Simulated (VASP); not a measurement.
Crystal: KBr.

```
K Br
1.0
     0.00000    3.30000    3.30000
     3.30000    0.00000    3.30000
     3.30000    3.30000    0.00000
K Br
1 1
Direct
  0.00000 0.00000 0.00000
  0.50000 0.50000 0.50000
```

Base run:

| Item | Value |
| --- | --- |
| Program | VASP 6.6.1 |
| Functional | r2SCAN |
| Potentials or basis | VASP PAW PBE potentials, release 64 (K_sv, Br) |
| Cutoff | 550 eV |
| k mesh | 5 × 5 × 5 |
| Occupations | gaussian, width 0.01 eV |
| Spin | no spin polarisation |

Its results: band gap on the k mesh 5.08 eV, direct; pressure 0.1 GPa.

Task: The run is repeated on the same cell with these changes: functional from r2SCAN to BLYP; cutoff from 550 eV to 500 eV. What comes out?

Result: Band gap on the k mesh 4.45 eV, direct; pressure 1.5 GPa.

r2SCAN gives the wider gap, since meta-GGAs in the generalised Kohn-Sham scheme recover part of the derivative discontinuity.

Caveats: the PAW data sets were made with another functional, which shifts forces and pressure a little.

